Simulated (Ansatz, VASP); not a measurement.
# One calculation of Be2H3, two programs

Contents of INCAR:

```
SYSTEM = Be2H3
ALGO = Normal
EDIFF = 1E-7
EDIFFG = -0.04
ENCUT = 1230
GGA = PE
GGA_COMPAT = .FALSE.
IBRION = 2
ISIF = 3
ISMEAR = 0
LASPH = .TRUE.
LCHARG = .FALSE.
LREAL = .FALSE.
LWAVE = .FALSE.
NELM = 120
NELMIN = 4
NSW = 90
PREC = Accurate
SIGMA = 0.1
```

KPOINTS

```
k-points
0
G
  6 6 4
  0 0 0
```

Contents of POSCAR:

```
Be2H3
1.0
    2.8932736175      0.0000000000      0.0000000000
   -1.4466368088      2.5056484529      0.0000000000
    0.0000000000      0.0000000000      4.5014637755
Be H
2 3
Direct
    0.3333333333      0.6666666667      0.2450000000
    0.6666666667      0.3333333333      0.7550000000
    0.0000000000      0.0000000000      0.0000000000
    0.3333333333      0.6666666667      0.6450000000
    0.6666666667      0.3333333333      0.3550000000
```

Input for Ansatz:

```yaml
crystal:
  lattice:
    - [2.8932736175, 0.0, 0.0]
    - [-1.4466368088, 2.5056484529, 0.0]
    - [0.0, 0.0, 4.5014637755]
  atoms:
    - { symbol: Be, position: [0.3333333333, 0.6666666667, 0.245] }
    - { symbol: Be, position: [0.6666666667, 0.3333333333, 0.755] }
    - { symbol: H, position: [0.0, 0.0, 0.0] }
    - { symbol: H, position: [0.3333333333, 0.6666666667, 0.645] }
    - { symbol: H, position: [0.6666666667, 0.3333333333, 0.355] }
basis:
  ecutwfc: 420
kpoints:
  mp_grid: { grid: [6, 6, 4] }
hamiltonian:
  xc: pbe
scf:
  occupations: { method: gaussian, width: 0.1 }
  lower_state_search: "off"
output:
  forces: true
  stress: true
  eigenvalues: true
relax:
  adjacent_minimum: "off"
  f_tol: 0.04
  max_steps: 70
  cell: { stress_tol: 0.4 }
```

Alike in both runs: task relaxation of cell and atoms; functional PBE; k mesh 6 × 6 × 4; occupations gaussian, width 0.1 eV; no spin polarisation.

|  | VASP | Ansatz |
| --- | --- | --- |
| version | VASP 6.6.1 | Ansatz 0.2.0 |
| potentials or method | VASP PAW PBE potentials, release 64 (Be, H_h), cutoff 1230 eV | scalar-relativistic, plane waves, PAW |
| valence electrons in the cell | 7 | 7 |

```csv
,VASP,Ansatz,Ansatz less VASP
"gap on the k mesh at the Fermi level, each at its own relaxed structure (eV)",none,none,-
relaxed volume (Å³/atom),5.93,6.04,+0.111
relaxed length of the cell vector where the two differ most in proportion (Å),5.626,5.747,+0.1206
```

A gap of «none» marks a metal or a gap that the smearing closes.

The k mesh is coarse, so the values compare programs but aren't converged.
